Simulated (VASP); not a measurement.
A run of VASP 6.6.1 is set up as follows.

Contents of INCAR:

```
SYSTEM = P
PREC = Accurate ; ENCUT = 520
EDIFF = 1E-6 ; ISMEAR = 0
SIGMA = 0.1 ; LREAL = .FALSE.
LASPH = .TRUE. ; NELM = 100
ALGO = Normal ; ISIF = 2
LWAVE = .FALSE. ; LCHARG = .TRUE.
GGA = PE ; IVDW = 12
LELF = .TRUE. ; LVHAR = .TRUE.
NBANDS = 12
```

The input KPOINTS:

```
regular mesh
0
G
  15 15 15
  0 0 0
```

Contents of POSCAR:

```
P
1.0
    1.7132924525      0.9891698586      2.9115578036
   -1.7132924525      0.9891698586      2.9115578036
    0.0000000000     -1.9783397172      2.9115578036
P
2
Direct
    0.2340199604      0.2340199604      0.2340199604
    0.7659800396      0.7659800396      0.7659800396
```

Potentials or basis: VASP PAW PBE potentials, release 64 (P).

The run is started by

```bash
$ cat potpaw_PBE.64/P/POTCAR > POTCAR
$ mpirun -np 1 vasp_std > vasp.out
```

Estimate the pressure.

-0.3 GPa.

What does it give for the band gap on the k mesh?

Zero (band 5 reaches 10.72 eV, above the bottom of band 6 at 9.25 eV).

Forces in eV/Å, atoms in the order of the input:
```
P    0.000  0.000 -0.047
P    0.000  0.000  0.047
```

Caveat: pairwise dispersion overbinds metals, which lowers pressure and volume.
